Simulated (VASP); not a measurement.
# EuS (Fm-3m) in VASP: further runs

EuS is run at these levels: PBE; tasks: electric field gradients.

Everything below comes from runs of VASP 6.6.1. Logs are shortened: lines on timing, memory, paths and dates and some standing lists are left out, and cuts for length are marked.

### 1 The cell of the first run

Symmetry: Fm-3m, No. 225, cubic system. The conventional cell has a = 5.996 Å, b = 5.996 Å, c = 5.996 Å, α = 90.00°, β = 90.00°, γ = 90.00°. Within 3.9 Å of Eu (site symmetry m-3m) lie 6 S at 3.00 Å. S (site symmetry m-3m) has 6 Eu at 3.00 Å within 3.9 Å.

### 2 Electric field gradients, PBE, collinear spin, ferromagnetic start (26.95 Å³/atom)

Input file INCAR:

```
PREC = Accurate
ENCUT = 520
EDIFF = 1E-8
ISMEAR = -1
SIGMA = 0.05
LREAL = F
LASPH = T
NELM = 200
ALGO = Normal
ISIF = 2
LWAVE = F
LCHARG = F
ISPIN = 2
MAGMOM = 7 0
LORBIT = 11
LMAXMIX = 6
GGA = PE
LEFG = T
NBANDS = 22
GGA_COMPAT = F
```

Input file KPOINTS:

```
regular mesh
0
Gamma
  10 10 10
```

Input file POSCAR:

```
EuS
1.0
    0.0000000000      2.9982257404      2.9982257404
    2.9982257404      0.0000000000      2.9982257404
    2.9982257404      2.9982257404      0.0000000000
Eu S
1 1
Direct
    0.0000000000      0.0000000000      0.0000000000
    0.5000000000      0.5000000000      0.5000000000
```

Potentials or basis: VASP PAW PBE potentials, release 64 (Eu, S).

The run is started by

```bash
cat potpaw_PBE.64/Eu/POTCAR potpaw_PBE.64/S/POTCAR > POTCAR
mpirun -np 1 vasp_std > vasp.out
```

OUTCAR:

```text
PREC = Accurate
   ENCUT = 520
   EDIFF = 1E-8
   ISMEAR = -1
   LREAL = F
   LASPH = T
   NELM = 200
   ISIF = 2
   ISPIN = 2
   LORBIT = 11
   GGA = PE

 ion  position               nearest neighbor table
   1  0.000  0.000  0.000-   2 3.00   2 3.00   2 3.00   2 3.00   2 3.00   2 3.00
   2  0.500  0.500  0.500-   1 3.00   1 3.00   1 3.00   1 3.00   1 3.00   1 3.00

  LATTYP: Found a face centered cubic cell.
 ALAT       =     5.9964514808

  Lattice vectors:

 A1 = (   0.0000000000,   2.9982257404,   2.9982257404)
 A2 = (   2.9982257404,   0.0000000000,   2.9982257404)
 A3 = (   2.9982257404,   2.9982257404,   0.0000000000)

Analysis of symmetry for initial positions (statically):
=====================================================================
 Subroutine PRICEL returns:
 Original cell was already a primitive cell.

 Routine SETGRP: Setting up the symmetry group for a
 face centered cubic supercell.

 Subroutine GETGRP returns: Found 48 space group operations
 (whereof 48 operations were pure point group operations)
 out of a pool of 48 trial point group operations.

The static configuration has the point symmetry O_h .

Analysis of symmetry for dynamics (positions and initial velocities):
=====================================================================
 Subroutine PRICEL returns:
 Original cell was already a primitive cell.

 Routine SETGRP: Setting up the symmetry group for a
 face centered cubic supercell.

 Subroutine GETGRP returns: Found 48 space group operations
 (whereof 48 operations were pure point group operations)
 out of a pool of 48 trial point group operations.

The dynamic configuration has the point symmetry O_h .

Analysis of structural, dynamic, and magnetic symmetry:
=====================================================================
 Subroutine PRICEL returns:
 Original cell was already a primitive cell.

 Routine SETGRP: Setting up the symmetry group for a
 face centered cubic supercell.

 Subroutine GETGRP returns: Found 48 space group operations
 (whereof 48 operations were pure point group operations)
[... 157 lines left out ...]

 k-point     1 :       0.0000    0.0000    0.0000
  band No.  band energies     occupation
      1     -37.3607      1.00000
      2     -16.0787      1.00000
      3     -16.0787      1.00000
      4     -16.0787      1.00000
      5      -9.2429      1.00000
      6       1.4205      1.00000
[... 589 lines left out ...]
     21       9.9644      0.00000
     22      10.9157      0.00000

 [... further k-points ...]

 spin component 2

 k-point     1 :       0.0000    0.0000    0.0000
  band No.  band energies     occupation
      1     -34.2716      1.00000
      2     -13.8175      1.00000
      3     -13.8175      1.00000
      4     -13.8175      1.00000
      5      -9.2427      1.00000
      6       1.5597      1.00000
[... 589 lines left out ...]
     21      10.8367      0.00000
     22      11.6910      0.00000

 [... further k-points ...]
[... 5 lines left out ...]
  --------------------------------------------------------------------------------------
  -------------------------------------------------------------------------------------
  Total       -1.2082492     -1.2082492     -1.2082492      0.0000000      0.0000000      0.0000000
  in kB      -35.9123752    -35.9123752    -35.9123752      0.0000000      0.0000000      0.0000000
  external PRESSURE =     -35.9123752 kB  Pullay stress =       0.0000000 kB

 VOLUME and BASIS-vectors are now :
 -----------------------------------------------------------------------------
  energy-cutoff  :      520.00
  volume of cell :       53.90
      direct lattice vectors                 reciprocal lattice vectors
     0.000000000  2.998225740  2.998225740    -0.166765295  0.166765295  0.166765295
     2.998225740  0.000000000  2.998225740     0.166765295 -0.166765295  0.166765295
     2.998225740  2.998225740  0.000000000     0.166765295  0.166765295 -0.166765295

 POSITION                                       TOTAL-FORCE (eV/Angst)
 -----------------------------------------------------------------------------------
      0.00000      0.00000      0.00000        -0.000000      0.000000     -0.000000
      2.99823      2.99823      2.99823         0.000000     -0.000000      0.000000
 -----------------------------------------------------------------------------------
    total drift:                                0.000000     -0.000000     -0.000000

  FREE ENERGIE OF THE ION-ELECTRON SYSTEM (eV)
  ---------------------------------------------------
  free  energy   TOTEN  =       -19.8809258837 eV

  energy  without entropy=      -19.8699131600  energy(sigma->0) =      -19.87541952

 Electric field gradients (V/A^2)
---------------------------------------------------------------------
 ion       V_xx      V_yy      V_zz      V_xy      V_xz      V_yz
---------------------------------------------------------------------
   1       0.000     0.000    -0.000    -0.002    -0.002    -0.002
   2      -0.000     0.000     0.000    -0.001    -0.001    -0.001
---------------------------------------------------------------------

 Electric field gradients after diagonalization (V/A^2)
 (convention: |V_zz| > |V_xx| > |V_yy|)
----------------------------------------------------------------------
 ion       V_xx      V_yy      V_zz     asymmetry (V_yy - V_xx)/ V_zz
----------------------------------------------------------------------
   1       0.002     0.002    -0.003       0.000
   2       0.001     0.001    -0.001       0.000
----------------------------------------------------------------------

           NMR quadrupolar parameters

 Cq : quadrupolar parameter    Cq=e*Q*V_zz/h
 eta: asymmetry parameters     (V_yy - V_xx)/ V_zz
 Q  : nuclear electric quadrupole moment in mb (millibarn)
----------------------------------------------------------------------
 ion       Cq(MHz)       eta       Q (mb)
----------------------------------------------------------------------
   1      -0.000       0.000       1.000
   2      -0.000       0.000       1.000
----------------------------------------------------------------------

 total charge

# of ion       s       p       d       f       tot
--------------------------------------------------
    1        2.026   5.756   0.294   6.663  14.739
    2        1.316   2.424   0.000   0.000   3.740
--------------------------------------------------
tot          3.342   8.181   0.294   6.663  18.479

 magnetization (x)

# of ion       s       p       d       f       tot
--------------------------------------------------
    1       -0.015  -0.114   0.089   6.634   6.595
    2       -0.007  -0.065   0.000   0.000  -0.071
--------------------------------------------------
tot         -0.021  -0.179   0.089   6.634   6.523
```

stdout:

```text
POSCAR found type information on POSCAR EuS
 POSCAR found :  2 types and       2 ions
 scaLAPACK will be used
 LDA part: xc-table for (Slater+PW92), standard interpolation
 POSCAR, INCAR and KPOINTS ok, starting setup
 FFT: planning ... GRIDC
 FFT: planning ... GRID_SOFT
 FFT: planning ... GRID
 WAVECAR not read
 entering main loop
ion   1

ion   2
```

Run time: 1.9 min. Hardware: 1 thread of Intel Xeon Platinum 8259CL at 2.50GHz (Skylake/Cascade Lake), shared host; peak memory 0.27 GiB.

What came out:

```yaml
Free_energy: -19.8809 eV
Pressure: -3.6 GPa
Band_gap_on_the_k_mesh: zero (filled and empty bands overlap)
Net_moment: 6.99 μB per cell
Site_moments: Eu +6.59; S -0.07 μB
Largest_electric_field_gradient_by_atom: under 0.05 V/Å² on every atom
Valence_electrons_inside_the_program's_atomic_spheres: Eu 14.74; S 3.74
```

Levels at points of the mesh, in eV from the Fermi level:
Spin up:
```csv
k point,band 13,band 14,band 15,band 16,band 17,band 18
"(0.00, 0.00, 0.00)",0.02,0.02,0.02,0.67,1.06,1.06
"(0.50, 0.00, 0.00)",-0.31,-0.28,-0.27,2.86,3.13,3.56
"(0.50, 0.50, 0.00)",-0.33,-0.29,-0.12,-0.12,3.03,3.09
```
Spin down:
| k point | band 5 | band 6 | band 7 | band 8 | band 9 | band 10 | band 11 | band 12 |
| --- | --- | --- | --- | --- | --- | --- | --- | --- |
| (0.00, 0.00, 0.00) | -13.44 | -2.64 | -2.64 | -2.64 | 1.29 | 1.83 | 1.83 | 1.83 |
| (0.50, 0.00, 0.00) | -12.55 | -5.10 | -3.73 | -3.73 | 2.82 | 3.94 | 4.08 | 4.08 |
| (0.50, 0.50, 0.00) | -13.11 | -3.78 | -2.99 | -2.99 | -0.12 | 3.79 | 3.90 | 4.24 |

Caveat: the cell stands under tension; spin-orbit coupling is left out, which moves the levels of the heavy elements; a cell with one magnetic atom can't hold antiferromagnetic order, which such compounds often take; semilocal functionals describe open f shells poorly, which spoils levels, moments and volumes. The state reached can hang on the start; a lower one may exist.

### 3 Electric field gradients, PBE, collinear spin, ferromagnetic start (28.01 Å³/atom)

This run uses another cell than the first one, of 28.01 Å³/atom.

Input file INCAR:

```
ALGO = Normal
EDIFF = 1E-8
ENCUT = 520
GGA = PE
GGA_COMPAT = False
ISIF = 2
ISMEAR = -1
ISPIN = 2
LASPH = True
LCHARG = False
LEFG = True
LMAXMIX = 6
LORBIT = 11
LREAL = False
LWAVE = False
MAGMOM = 7 0
NBANDS = 22
NELM = 200
PREC = Accurate
SIGMA = 0.05
```

Input file KPOINTS:

```
k-points
0
Gamma
  10 10 10
```

Input file POSCAR:

```
EuS
1.0
    0.0000000000      3.0369167916      3.0369167916
    3.0369167916      0.0000000000      3.0369167916
    3.0369167916      3.0369167916      0.0000000000
Eu S
1 1
Direct
    0.0000000000      0.0000000000      0.0000000000
    0.5000000000      0.5000000000      0.5000000000
```

Potentials or basis: VASP PAW PBE potentials, release 64 (Eu, S).

The run is started by

```bash
cat potpaw_PBE.64/Eu/POTCAR potpaw_PBE.64/S/POTCAR > POTCAR
mpirun -np 1 vasp_std > vasp.out
```

OUTCAR:

```text
EDIFF = 1E-8
   ENCUT = 520
   GGA = PE
   ISIF = 2
   ISMEAR = -1
   ISPIN = 2
   LASPH = True
   LORBIT = 11
   LREAL = False
   NELM = 200
   PREC = Accurate

 ion  position               nearest neighbor table
   1  0.000  0.000  0.000-   2 3.04   2 3.04   2 3.04   2 3.04   2 3.04   2 3.04
   2  0.500  0.500  0.500-   1 3.04   1 3.04   1 3.04   1 3.04   1 3.04   1 3.04

  LATTYP: Found a face centered cubic cell.
 ALAT       =     6.0738335832
[... 1447 lines left out ...]
---------------------------------------------------------------------

 Electric field gradients after diagonalization (V/A^2)
 (convention: |V_zz| > |V_xx| > |V_yy|)
----------------------------------------------------------------------
 ion       V_xx      V_yy      V_zz     asymmetry (V_yy - V_xx)/ V_zz
----------------------------------------------------------------------
   1       0.002     0.002    -0.003       0.000
   2       0.000     0.000    -0.001       0.000
----------------------------------------------------------------------

           NMR quadrupolar parameters

 Cq : quadrupolar parameter    Cq=e*Q*V_zz/h
 eta: asymmetry parameters     (V_yy - V_xx)/ V_zz
 Q  : nuclear electric quadrupole moment in mb (millibarn)
----------------------------------------------------------------------
 ion       Cq(MHz)       eta       Q (mb)
----------------------------------------------------------------------
   1      -0.000       0.000       1.000
   2      -0.000       0.000       1.000
----------------------------------------------------------------------

 total charge

# of ion       s       p       d       f       tot
--------------------------------------------------
    1        2.025   5.755   0.271   6.681  14.731
    2        1.316   2.413   0.000   0.000   3.729
--------------------------------------------------
tot          3.341   8.169   0.271   6.681  18.460

 magnetization (x)

# of ion       s       p       d       f       tot
--------------------------------------------------
    1       -0.015  -0.115   0.083   6.655   6.608
    2       -0.006  -0.063   0.000   0.000  -0.069
--------------------------------------------------
tot         -0.021  -0.178   0.083   6.655   6.539
```

OSZICAR:

```text
N       E                     dE             d eps       ncg     rms          rms(c)
DAV:   1     0.143167882466E+03    0.14317E+03   -0.86644E+03  5672   0.436E+03
DAV:   2     0.620741989132E+01   -0.13696E+03   -0.12046E+03  5674   0.372E+02
DAV:   3    -0.151097042038E+02   -0.21317E+02   -0.20925E+02  6068   0.110E+02
[... 14 lines left out ...]
DAV:  18    -0.198259784256E+02   -0.83116E-06   -0.15728E-06  6184   0.939E-03    0.253E-02
DAV:  19    -0.198259784837E+02   -0.58106E-07   -0.17024E-07  6730   0.346E-03    0.898E-03
DAV:  20    -0.198259784962E+02   -0.12486E-07   -0.11180E-08  5016   0.104E-03    0.720E-03
DAV:  21    -0.198259784736E+02    0.22584E-07   -0.23686E-08  5110   0.138E-03    0.212E-03
DAV:  22    -0.198259784742E+02   -0.63665E-09   -0.52190E-09  3906   0.109E-03
   1 F= -.19825978E+02 E0= -.19820764E+02  d E =-.104282E-01  mag=     6.9933
```

Run time: 2.2 min. Hardware: 1 thread of Intel Xeon Platinum 8259CL at 2.50GHz (Skylake/Cascade Lake), shared host; peak memory 0.27 GiB.

What came out:

```
Free energy                                           : -19.8260 eV
Pressure                                              : -4.9 GPa
Band gap on the k mesh                                : zero (filled and empty bands overlap)
Net moment                                            : 6.99 μB per cell
Site moments                                          : Eu +6.61; S -0.07 μB
Largest electric field gradient by atom               : under 0.05 V/Å² on every atom
Valence electrons inside the program's atomic spheres : Eu 14.73; S 3.73
```

Caveat: the cell stands under tension; spin-orbit coupling is left out, which moves the levels of the heavy elements; a cell with one magnetic atom can't hold antiferromagnetic order, which such compounds often take; semilocal functionals describe open f shells poorly, which spoils levels, moments and volumes.
